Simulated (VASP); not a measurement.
**ZnCu (CsCl type): single point with PBE**

Crystal: ZnCu (CsCl type).

```
Cu Zn
1.0
     2.97000    0.00000    0.00000
     0.00000    2.97000    0.00000
     0.00000    0.00000    2.97000
Cu Zn
1 1
Direct
  0.00673 0.00000 0.00000
  0.50000 0.50000 0.50000
```

```yaml
Program: VASP 6.6.1
Task: single point
Functional: PBE
Potentials_or_basis: VASP PAW PBE potentials, release 64 (Cu, Zn)
Cutoff: 520 eV
k_mesh: 8 × 8 × 8
Occupations: fermi-dirac, width 0.1 eV
Spin: no spin polarisation
Dipole_correction: no
Further_INCAR_settings: ALGO = Normal; EDIFF = 1e-06; NBANDS = 18
```

```
Pressure               : 0.0 GPa
Largest force          : 0.088 eV/Å
Band gap on the k mesh : zero (an odd number of electrons rules out a gap without spin polarisation)
```

Forces on the atoms (eV/Å):
```
Cu  -0.088  0.000  0.000
Zn   0.088  0.000  0.000
```

Levels at points of the mesh, in eV from the Fermi level:
| k point | band 10 | band 11 | band 12 | band 13 | band 14 | band 15 |
| --- | --- | --- | --- | --- | --- | --- |
| (0.00, 0.00, 0.00) | -2.50 | -2.50 | 6.33 | 6.33 | 6.33 | 11.28 |
| (0.50, 0.00, 0.00) | -3.02 | -2.57 | -1.80 | 11.67 | 11.67 | 12.33 |
| (0.00, 0.50, 0.00) | -3.02 | -2.57 | -1.80 | 11.67 | 11.68 | 12.32 |
| (0.50, 0.50, 0.00) | -2.27 | -1.62 | -1.62 | 1.83 | 2.20 | 13.85 |
| (0.00, 0.50, 0.50) | -2.27 | -1.62 | -1.62 | 1.83 | 2.20 | 13.85 |
| (0.50, 0.50, 0.50) | -2.25 | 3.86 | 4.44 | 4.44 | 4.47 | 4.62 |

Wall time 34 s on 1 thread of AMD EPYC 7R13 (shared host), peak memory 0.13 GiB.
